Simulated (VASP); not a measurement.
Set up this calculation in VASP 6.6.1, as the native input.

- Task: G0W0 quasiparticle levels
- Functional: LDA
- Potentials or basis: VASP PAW LDA potentials, release 64 (B_GW, P_GW)
- Cutoff: 500 eV
- k mesh: 4 × 4 × 4
- Occupations: gaussian, width 0.01 eV
- Spin: no spin polarisation
- Dipole correction: no
- GW scheme: G0W0
- GW iterations: 1
- Cutoff of the response function: 110
- Frequency points: 48
- Empty bands: 90
- Further INCAR settings: ALGO = EVGW0; EDIFF = 1e-08; NBANDS = 94

Crystal: BP.

```
CELL_PARAMETERS angstrom
0.00000 2.26832 2.26832
2.26832 0.00000 2.26832
2.26832 2.26832 0.00000
ATOMIC_POSITIONS crystal
B 0.00000 0.00000 0.00000
P 0.25000 0.25000 0.25000
```

These files were run (other wordings do the same):

POSCAR

```
BP
1.0
    0.0000000000      2.2683155501      2.2683155501
    2.2683155501      0.0000000000      2.2683155501
    2.2683155501      2.2683155501      0.0000000000
B P
1 1
Direct
    0.0000000000      0.0000000000      0.0000000000
    0.2500000000      0.2500000000      0.2500000000
```

INCAR.step1

```
ALGO = Normal
EDIFF = 1E-8
ENCUT = 500
GGA = CA
ISMEAR = 0
LASPH = T
LCHARG = F
LREAL = F
LWAVE = T
NELM = 80
PREC = Accurate
SIGMA = 0.01
```

INCAR.step2

```
ALGO = Exact
EDIFF = 1E-8
ENCUT = 500
GGA = CA
ISMEAR = 0
ISTART = 1
LASPH = T
LCHARG = F
LOPTICS = T
LREAL = F
LWAVE = T
NBANDS = 94
NELM = 1
PREC = Accurate
SIGMA = 0.01
```

INCAR.step3

```
ALGO = EVGW0
EDIFF = 1E-8
ENCUT = 500
ENCUTGW = 110.0
GGA = CA
ISMEAR = 0
ISTART = 1
LASPH = T
LCHARG = F
LREAL = F
LWAVE = F
NBANDS = 94
NBANDSGW = 12
NELMGW = 1
NOMEGA = 48
PREC = Accurate
PRECFOCK = Fast
SIGMA = 0.01
```

KPOINTS

```
k-points
0
Gamma
  4 4 4
```

Potentials or basis: VASP PAW LDA potentials, release 64 (B_GW, P_GW).

Launch:

```bash
$ cat potpaw_LDA.64/B_GW/POTCAR potpaw_LDA.64/P_GW/POTCAR > POTCAR
$ cp INCAR.step1 INCAR
$ mpirun -np 1 vasp_std > vasp.out
$ cp INCAR.step2 INCAR
$ mpirun -np 1 vasp_std > vasp.out
$ cp INCAR.step3 INCAR
$ mpirun -np 1 vasp_std > vasp.out
```

It gave:

```yaml
Band_gap_on_the_k_mesh_mean-field_level: 1.27 eV, indirect (least direct gap 3.36 eV)
Quasiparticle_gap: 1.84 eV
Least_direct_quasiparticle_gap: 4.20 eV
```

Caveat: the k points lie up to 0.60 Å⁻¹ apart; bands, screening cutoff and mesh are small and nothing is extrapolated, so the quasiparticle values aren't converged.

Wall time 18 s on 1 thread of Intel(R) Xeon(R) 6975P-C (Granite Rapids), on a shared host, peak memory 0.2 GiB.
